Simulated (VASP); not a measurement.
Set up this calculation in VASP 6.6.1, as the native input.

| Property | Result |
| --- | --- |
| Task | single point |
| Functional | PBEsol |
| Potentials or basis | VASP PAW PBE potentials, release 64 (Ga_d, N) |
| Cutoff | 520 eV |
| k mesh | 8 × 8 × 6 |
| Occupations | gaussian, width 0.05 eV |
| Spin | no spin polarisation |
| Dipole correction | no |
| Further INCAR settings | ALGO = Normal; EDIFF = 1e-07; NBANDS = 26 |

The structure of GaN lies in POSCAR:

```
GaN
1.0
    0.0000000000     -2.2490913701     -2.1591277153
    0.0000000000      2.2490913701     -2.1591277153
    4.3182554305      0.0000000000      0.0000000000
Ga N
2 2
Direct
    0.4992186320      0.4992186320      0.5000000000
    0.0007813680      0.0007813680      0.0000000000
    0.0064470480      0.4935529520      0.2500000000
    0.4935529520      0.0064470480      0.7500000000
```

These files were run (other wordings do the same):

INCAR

```
PREC = Accurate
ENCUT = 520
EDIFF = 1E-7
ISMEAR = 0
SIGMA = 0.05
LREAL = False
LASPH = True
NELM = 60
ALGO = Normal
ISIF = 2
LWAVE = False
LCHARG = True
GGA = PS
LELF = True
LVHAR = True
NBANDS = 26
```

KPOINTS

```
Automatic mesh
0
Gamma
  8 8 6
```

Potentials or basis: VASP PAW PBE potentials, release 64 (Ga_d, N).

The run is started by

```console
$ cat potpaw_PBE.64/Ga_d/POTCAR potpaw_PBE.64/N/POTCAR > POTCAR
$ mpirun -np 1 vasp_std > vasp.out
```

Results of the run:

| Property | Result |
| --- | --- |
| Pressure | 18.1 GPa |
| Largest force | 0.679 eV/Å |
| Band gap on the k mesh | 2.16 eV |

Caveat: the PAW data sets were made with another functional, which shifts forces and pressure a little.

Wall time 36 s on 1 thread of AMD EPYC 9R45 96-Core Processor (Zen 5) (shared host), peak memory 0.17 GiB.
